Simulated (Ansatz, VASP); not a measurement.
# W: VASP beside Ansatz

```
W
1.0
     0.00000    1.96901    2.02898
     1.96901    0.00000    2.02898
     1.96901    1.96901    0.00000
W
1
Direct
  0.00000 0.00000 0.00000
```

Change from the starting cell: strain -0.015 along x and y, +0.015 along z, atoms carried along.

Alike in both runs: task single point; functional PBEsol; k mesh 26 × 26 × 26; occupations gaussian, width 0.15 eV; no spin polarisation.

```csv
,VASP,Ansatz
version,VASP 6.6.1,Ansatz 0.2.0
potentials or method,"VASP PAW PBE potentials, release 64 (W_sv), cutoff 520 eV","scalar-relativistic, plane waves, PAW"
valence electrons in the cell,14,14
```

```tsv
	VASP	Ansatz	Ansatz less VASP
gap on the k mesh at the Fermi level (eV)	none	none	-
pressure (GPa)	5.5	4.8	-0.75
traceless stress, the component that is largest in VASP (GPa)	5.63	5.56	-0.069
```

VASP's potentials were made for PBE, not for PBEsol. A gap of «none» marks a metal or a gap that the smearing closes. With one functional, cell and mesh, what is left measures potentials, basis and numerics.

Spin-orbit coupling is off throughout.
